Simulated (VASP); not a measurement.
Set up this calculation in VASP 6.6.1, as the native input.

| Quantity | Value |
| --- | --- |
| Task | relaxation of cell and atoms |
| Functional | PBE |
| Potentials or basis | VASP PAW PBE potentials, release 64 (Hf_pv, H) |
| Cutoff | 600 eV |
| k mesh | 10 × 10 × 8 |
| Occupations | gaussian, width 0.1 eV |
| Spin | no spin polarisation |
| Dipole correction | no |
| Further INCAR settings | ALGO = Normal; EDIFF = 1e-06; IBRION = 2; EDIFFG = -0.01; NSW = 100; ISIF = 3 |

The structure of Hf2H5 lies in POSCAR:

```
Hf2H5
1.0
    3.4568431886      0.0000000000      0.0000000000
    0.0000000000      3.4568431886      0.0000000000
    0.0000000000      0.0000000000      4.4870476651
Hf H
2 5
Direct
    0.0000000000      0.0000000000      0.0000000000
    0.5000000000      0.5000000000      0.5000000000
    0.0000000000      0.5000000000      0.7388357920
    0.5000000000      0.0000000000      0.7388357920
    0.0000000000      0.5000000000      0.2611642080
    0.5000000000      0.0000000000      0.2611642080
    0.5000000000      0.5000000000      0.0000000000
```

One way to write it, as run:

INCAR

```
SYSTEM = Hf2H5
PREC = Accurate
ENCUT = 600
EDIFF = 1E-6
ISMEAR = 0
SIGMA = 0.1
LREAL = .False.
LASPH = .True.
NELM = 80
ALGO = Normal
ISIF = 3
LWAVE = .False.
LCHARG = .False.
GGA = PE
IBRION = 2
NSW = 100
EDIFFG = -0.01
```

KPOINTS

```
Automatic mesh
0
Gamma
  10 10 8
  0 0 0
```

Potentials or basis: VASP PAW PBE potentials, release 64 (Hf_pv, H).

Command:

```sh
$ cat potpaw_PBE.64/Hf_pv/POTCAR potpaw_PBE.64/H/POTCAR > POTCAR
$ mpirun -np 1 vasp_std > vasp.out
```

Results of the run:

```json
{
 "Relaxed volume": "7.63 Å³/atom",
 "Relaxed cell": "a = 3.339 Å, b = 3.339 Å, c = 4.790 Å, α = 90.00°, β = 90.00°, γ = 90.00°",
 "Space group after relaxing (to 0.1 Å)": "P4/mmm (No. 123)",
 "Energy gained by relaxing": "2.3 meV/atom",
 "Ionic steps": "16",
 "Pressure after relaxing": "0.1 GPa",
 "Largest force after relaxing": "0.006 eV/Å",
 "Band gap on the k mesh": "zero (an odd number of electrons rules out a gap without spin polarisation)"
}
```

Caveat: spin-orbit coupling is left out, which moves the levels of the heavy elements.

It took 7.1 min on 1 thread of AMD EPYC 9R45 96-Core Processor (Zen 5), on a shared host, peak memory 0.22 GiB.
